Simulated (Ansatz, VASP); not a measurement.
**Ag in VASP and in Ansatz**

```xyz
4
Lattice="2.9343 0.0000 0.0000 -1.4671 2.5412 0.0000 0.1917 0.0000 9.5826" Properties=species:S:1:pos:R:3 pbc="T T T"
Ag    0.0000    0.0000    0.0000
Ag    0.0958    0.0000    4.7913
Ag    0.0479    1.6941    2.3957
Ag    1.6109    0.8471    7.1870
```

Change from the starting cell: shear of c along a, cell held, atoms relaxed: +2.0 %.

Alike in both runs: functional PBE; k mesh 24 × 24 × 6; occupations gaussian, width 0.1 eV; no spin polarisation.

Ansatz relaxed the structure, and its values are those at the end. VASP's run is a single point on that final structure, the one shown.

|  | VASP | Ansatz |
| --- | --- | --- |
| version | VASP 6.6.1 | Ansatz 0.2.0 |
| potentials or method | VASP PAW PBE potentials, release 64 (Ag), cutoff 520 eV | scalar-relativistic, plane waves, PAW |
| valence electrons in the cell | 44 | 76 |

```tsv
	VASP	Ansatz	Ansatz less VASP
gap on the k mesh at the Fermi level (eV)	none	none	-
pressure (GPa)	-0.1	0.0	+0.08
```

A gap of «none» marks a metal or a gap that the smearing closes. VASP's potentials hold 44 valence electrons a cell and Ansatz's 76, so a difference there can come from the potentials and not from the codes. Ansatz's warnings: stress scf threshold loose.
